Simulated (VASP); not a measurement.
# Si7Mo (C2) in VASP: single point with PBE

Aim: the single point of Si7Mo with PBE.

All numbers are computed with VASP 6.6.1; they aren't measurements. Logs are shortened: lines on timing, memory, paths and dates and some standing lists are left out, and cuts for length are marked.

### 1 The cell of the first run

The typed cell holds 8 atoms: a = 3.680 Å, b = 3.680 Å, c = 9.220 Å, α = 90.00°, β = 90.00°, γ = 96.20°.

### 2 Single point, PBE

File INCAR:

```
SYSTEM = Si7Mo
PREC = Accurate
ENCUT = 520
EDIFF = 1E-6
ISMEAR = 0
SIGMA = 0.2
LREAL = .False.
LASPH = .True.
NELM = 80
ALGO = Normal
ISIF = 2
LWAVE = .False.
LCHARG = .False.
GGA = PE
NBANDS = 31
```

File KPOINTS:

```
regular mesh
0
Gamma
  6 6 4
  0 0 0
```

File POSCAR:

```
Si7Mo
1.0
   -2.4575748405      2.7389388934     -0.0066545984
   -2.4575748405     -2.7389388934     -0.0066545984
   -0.0239716540      0.0000000000      9.2201841368
Si Mo
7 1
Direct
    0.5766339122      0.9174911779      0.7486066289
    0.0825088221      0.4233660878      0.2513933711
    0.0126676687      0.4927902215      0.7486324608
    0.5072097785      0.9873323313      0.2513675392
    0.2948747579      0.7051252421      1.0000000000
    0.2946388420      0.2053428914      0.5378545614
    0.7946571086      0.7053611580      0.4621454386
    0.7948584299      0.2051415701      1.0000000000
```

Potentials or basis: VASP PAW PBE potentials, release 64 (Si, Mo_sv).

Started as:

```sh
$ cat potpaw_PBE.64/Si/POTCAR potpaw_PBE.64/Mo_sv/POTCAR > POTCAR
$ mpirun -np 1 vasp_std > vasp.out
```

OUTCAR:

```text
SYSTEM = Si7Mo
   PREC = Accurate
   ENCUT = 520
   EDIFF = 1E-6
   ISMEAR = 0
   LREAL = .False.
   LASPH = .True.
   NELM = 80
   ISIF = 2
   GGA = PE

 ion  position               nearest neighbor table
   1  0.577  0.917  0.749-   3 2.36   3 2.46   6 2.49   3 2.51   5 2.62   8 2.64   7 2.89   3 3.12

   2  0.083  0.423  0.251-   4 2.36   4 2.46   7 2.49   4 2.51   5 2.62   8 2.64   6 2.89   4 3.12

   3  0.013  0.493  0.749-   1 2.36   1 2.46   6 2.49   1 2.51   5 2.62   8 2.64   7 2.89   1 3.12

   4  0.507  0.987  0.251-   2 2.36   2 2.46   7 2.49   2 2.51   5 2.62   8 2.64   6 2.89   2 3.12

   5  0.295  0.705  0.000-   8 2.46   8 2.46   2 2.62   1 2.62   4 2.62   3 2.62   8 2.74   8 2.74

   6  0.295  0.205  0.538-   3 2.49   1 2.49   7 2.55   7 2.55   7 2.83   7 2.83   2 2.89   4 2.89

   7  0.795  0.705  0.462-   4 2.49   2 2.49   6 2.55   6 2.55   6 2.83   6 2.83   1 2.89   3 2.89

   8  0.795  0.205  0.000-   5 2.46   5 2.46   4 2.64   3 2.64   2 2.64   1 2.64   5 2.74   5 2.74

  LATTYP: Found a base centered monoclinic cell.
 ALAT       =     4.9151677002
 B/A-ratio  =     1.1144844125
 C/A-ratio  =     1.8758699318
 COS(beta)  =    -0.0001078794

  Lattice vectors:

 A1 = (  -2.4575748405,   2.7389388934,  -0.0066545984)
 A2 = (  -2.4575748405,  -2.7389388934,  -0.0066545984)
 A3 = (  -0.0239716540,   0.0000000000,   9.2201841368)

Analysis of symmetry for initial positions (statically):
=====================================================================
 Subroutine PRICEL returns:
 Original cell was already a primitive cell.

 Routine SETGRP: Setting up the symmetry group for a
 base centered monoclinic supercell.

 Subroutine GETGRP returns: Found  2 space group operations
 (whereof  2 operations were pure point group operations)
 out of a pool of  4 trial point group operations.

The static configuration has the point symmetry C_2 .

Analysis of symmetry for dynamics (positions and initial velocities):
=====================================================================
 Subroutine PRICEL returns:
 Original cell was already a primitive cell.

 Routine SETGRP: Setting up the symmetry group for a
 base centered monoclinic supercell.

 Subroutine GETGRP returns: Found  2 space group operations
 (whereof  2 operations were pure point group operations)
 out of a pool of  4 trial point group operations.

The dynamic configuration has the point symmetry C_2 .

 Subroutine INISYM returns: Found  2 space group operations
 (whereof  2 operations are pure point group operations),
 and found     1 'primitive' translations

----------------------------------------------------------------------------------------

                                     Primitive cell

  volume of cell :     124.1257

  direct lattice vectors                    reciprocal lattice vectors
    -2.457574840  2.738938893 -0.006654598    -0.203451171  0.182552448 -0.000528955
    -2.457574840 -2.738938893 -0.006654598    -0.203451171 -0.182552448 -0.000528955
    -0.023971654  0.000000000  9.220184137    -0.000293679  0.000000000  0.108456940

  length of vectors
     3.679878346  3.679878346  9.220215299     0.273346036  0.273346036  0.108457338

  position of ions in fractional coordinates (direct lattice)
     0.576633912  0.917491178  0.748606629
     0.082508822  0.423366088  0.251393371
     0.012667669  0.492790222  0.748632461
     0.507209778  0.987332331  0.251367539
     0.294874758  0.705125242  1.000000000
     0.294638842  0.205342891  0.537854561
     0.794657109  0.705361158  0.462145439
     0.794858430  0.205141570  1.000000000

  ion indices of the primitive-cell ions
   primitive index   ion index
                 1           1
                 2           2
                 3           3
                 4           4
                 5           5
                 6           6
                 7           7
                 8           8

----------------------------------------------------------------------------------------

 KPOINTS: regular mesh

Automatic generation of k-mesh.
 Grid dimensions read from file:
 generate k-points for:    6    6    4

 Generating k-lattice:

  Cartesian coordinates                     Fractional coordinates (reciprocal lattice)
    -0.033908529  0.030425408 -0.000088159     0.166666667 -0.000000000 -0.000000000
    -0.033908529 -0.030425408 -0.000088159    -0.000000000  0.166666667 -0.000000000
    -0.000073420  0.000000000  0.027114235    -0.000000000 -0.000000000  0.250000000

  Length of vectors
     0.045557673  0.045557673  0.027114334

  Shift w.r.t. Gamma in fractional coordinates (k-lattice)
     0.000000000  0.000000000  0.000000000

 Subroutine IBZKPT returns following result:
 ===========================================

 Found     47 irreducible k-points:

 Following reciprocal coordinates:
            Coordinates               Weight
  0.000000  0.000000  0.000000      1.000000
  0.166667 -0.000000  0.000000      4.000000
  0.333333 -0.000000  0.000000      4.000000
  0.500000 -0.000000  0.000000      2.000000
  0.166667  0.166667  0.000000      2.000000
  0.333333  0.166667  0.000000      4.000000
[... 16 lines left out ...]
 -0.333333  0.166667  0.250000      4.000000
 -0.166667  0.166667  0.250000      4.000000
 [... further k-points ...]
   k-points           NKPTS =     47   k-points in BZ     NKDIM =     47   number of bands    NBANDS=     31
   number of dos      NEDOS =    301   number of ions     NIONS =      8
   total plane-waves  NPLWV =  54880
   dimension x,y,z NGX =    28 NGY =   28 NGZ =   70
   dimension x,y,z NGXF=    56 NGYF=   56 NGZF=  140
   ions per type =               7   1
   NGX,Y,Z   is equivalent  to a cutoff of  12.65, 12.65, 12.62 a.u.
   NGXF,Y,Z  is equivalent  to a cutoff of  25.30, 25.30, 25.24 a.u.
 SYSTEM =  Si7Mo
   PREC   = accura    normal or accurate (medium, high low for compatibility)
   ISTART =      0    job   : 0-new  1-cont  2-samecut
   ICHARG =      2    charge: 1-file 2-atom 10-const
   ISPIN  =      1    spin polarized calculation?
   LNONCOLLINEAR =      F non collinear calculations
   LSORBIT =      F    spin-orbit coupling
   LASPH  =      T    aspherical Exc in radial PAW
   ENCUT  =  520.0 eV  38.22 Ry    6.18 a.u.   6.84  6.84 17.14*2*pi/ulx,y,z
   NELM   =     80;   NELMIN=  2; NELMDL= -5     # of ELM steps
   EDIFF  = 0.1E-05   stopping-criterion for ELM
   LREAL  =      F    real-space projection
   EDIFFG = 0.1E-04   stopping-criterion for IOM
   NSW    =      0    number of steps for IOM
   IBRION =     -1    ionic relax: 0-MD 1-quasi-New 2-CG
   NFREE  =      0    steps in history (QN), initial steepest desc. (CG)
   ISIF   =      2    stress and relaxation
   ISYM   =      2    0-nonsym 1-usesym 2-fastsym
   POTIM  = 0.5000    time-step for ionic-motion
   TEBEG  =    0.0;   TEEND  =   0.0 temperature during run
   PSTRESS=    0.0 pullay stress
   NELECT =      42.0000    total number of electrons
   NUPDOWN=      -1.0000    fix difference up-down
   EMIN   =  10.00;   EMAX   =-10.00  energy-range for DOS
   EFERMI =   0.00;   METHOD = LEGACY
   ISMEAR =     0;   SIGMA  =   0.20  broadening in eV -4-tet -1-fermi 0-gaus
   EFERMI_NEDOS =   21; number of points for ismear=-14 and -15
   IALGO  =     38    algorithm
   IMIX   =      4    mixing-type and parameters
     AMIX     =   0.40;   BMIX     =  1.00
     AMIX_MAG =   1.60;   BMIX_MAG =  1.00
  volume/ion in A,a.u.               =      15.52       104.71
  Fermi-wavevector in a.u.,A,eV,Ry     =   1.140786  2.155772 17.706509  1.301392
  Thomas-Fermi vector in A             =   2.277487
   LORBIT       =      0    0 simple, 1 ext, 2 COOP (PROOUT), +10 PAW based schemes
   GGA     = PE    functional components
   LHFCALC =     F    Hartree Fock is set to
   AEXX    =    0.0000 exact exchange contribution
   IVDW    =     0    specifies the selected vdW correction
   LEPSILON=     F    determine dielectric tensor
   LRPA    =     F    only Hartree local field effects (RPA)
 non-spin polarized calculation
 Gauss-broadening in eV      SIGMA  =   0.20
  energy-cutoff  :      520.00
  volume of cell :      124.13
 maximum number of plane-waves:      3358
   NGX = 13   NGY = 13   NGZ = 35

 number of electron      42.0000002 magnetization

 Free energy of the ion-electron system (eV)
  ---------------------------------------------------
  ext. energy  EPLUGINS =         0.00000000
  ---------------------------------------------------
  free energy    TOTEN  =       -46.84708242 eV

  energy without entropy =      -46.76492426  energy(sigma->0) =      -46.80600334

 E-fermi :   9.3963     XC(G=0): -11.1265

 val. band max:        9.3916727590   @ k =  -0.1667   0.1667   0.2500
 cond. band min:       9.4015530127   @ k =  -0.3333   0.3333   0.5000
 fundamental gap:      0.0098802537
 Fermi energy:         9.3962808744

 k-point     1 :       0.0000    0.0000    0.0000
  band No.  band energies     occupation
      1     -51.3957      2.00000
      2     -25.6594      2.00000
      3     -25.5128      2.00000
      4     -25.4318      2.00000
      5      -3.9657      2.00000
      6      -2.5773      2.00000
[... 23 lines left out ...]
     30      13.3547      0.00000
     31      13.8603      0.00000

 k-point     2 :       0.1667   -0.0000    0.0000
  band No.  band energies     occupation
      1     -51.3951      2.00000
      2     -25.6666      2.00000
      3     -25.5196      2.00000
      4     -25.4304      2.00000
      5      -3.6676      2.00000
      6      -2.2991      2.00000
[... 23 lines left out ...]
     30      13.6362      0.00000
     31      13.8437      0.00000

 k-point     3 :       0.3333   -0.0000    0.0000
  band No.  band energies     occupation
      1     -51.3937      2.00000
      2     -25.6835      2.00000
      3     -25.5305      2.00000
      4     -25.4276      2.00000
      5      -2.7840      2.00000
      6      -1.4805      2.00000
[... 703 lines left out ...]
     30      13.8615      0.00000
     31      14.3690      0.00000

 k-point    24 :      -0.1667    0.1667    0.2500
  band No.  band energies     occupation
      1     -51.3944      2.00000
      2     -25.6704      2.00000
      3     -25.5275      2.00000
      4     -25.4291      2.00000
      5      -3.3629      2.00000
      6      -2.4119      2.00000
[... 23 lines left out ...]
     30      13.2638      0.00000
     31      13.6134      0.00000

 [... further k-points ...]
[... 5 lines left out ...]
  --------------------------------------------------------------------------------------
  -------------------------------------------------------------------------------------
  Total        0.0389812      0.0210948      0.0964886      0.0000000      0.0000000     -0.0033968
  in kB        0.5031577      0.2722856      1.2454464      0.0000000      0.0000000     -0.0438451
  external PRESSURE =       0.6736299 kB  Pullay stress =       0.0000000 kB

 VOLUME and BASIS-vectors are now :
 -----------------------------------------------------------------------------
  energy-cutoff  :      520.00
  volume of cell :      124.13
      direct lattice vectors                 reciprocal lattice vectors
    -2.457574840  2.738938893 -0.006654598    -0.203451171  0.182552448 -0.000528955
    -2.457574840 -2.738938893 -0.006654598    -0.203451171 -0.182552448 -0.000528955
    -0.023971654  0.000000000  9.220184137    -0.000293679  0.000000000  0.108456940

 POSITION                                       TOTAL-FORCE (eV/Angst)
 -----------------------------------------------------------------------------------
     -3.68987     -0.93359      6.89235         0.001622      0.021175     -0.009532
     -1.24925     -0.93359      2.31453        -0.001622      0.021175      0.009532
     -1.26015     -1.31503      6.89917        -0.003640     -0.022414     -0.009300
     -3.67897     -1.31503      2.30771         0.003640     -0.022414      0.009300
     -2.45757     -1.12365     -0.00665         0.000000      0.000151     -0.000000
     -1.24164      0.24458      4.95579         0.000551      0.001541      0.033809
     -3.69749      0.24458      4.25108        -0.000551      0.001541     -0.033809
     -2.45757      1.61520     -0.00665         0.000000     -0.000753      0.000000
 -----------------------------------------------------------------------------------
    total drift:                               -0.000000      0.000006      0.000000

  FREE ENERGIE OF THE ION-ELECTRON SYSTEM (eV)
  ---------------------------------------------------
  free  energy   TOTEN  =       -46.8470824169 eV

  energy  without entropy=      -46.7649242608  energy(sigma->0) =      -46.80600334
```

Wall time 75 s (1 thread of Intel Xeon Platinum 8559C (Emerald Rapids), shared host); peak memory 0.29 GiB.

Results:

| Item | Value |
| --- | --- |
| Free energy | -46.8471 eV |
| Pressure | 0.1 GPa |
| Largest force | 0.034 eV/Å |
| Band gap on the k mesh | zero (band 21 reaches 9.97 eV, above the bottom of band 22 at 8.83 eV) |

Forces in eV/Å, atoms in the order of the input:
```
Si   0.002  0.021 -0.010
Si  -0.002  0.021  0.010
Si  -0.004 -0.022 -0.009
Si   0.004 -0.022  0.009
Si   0.000  0.000  0.000
Si   0.001  0.002  0.034
Si  -0.001  0.002 -0.034
Mo   0.000 -0.001  0.000
```

Stress tensor (GPa, compression positive):
```
0.05 0.00 0.00
0.00 0.03 0.00
0.00 0.00 0.12
```
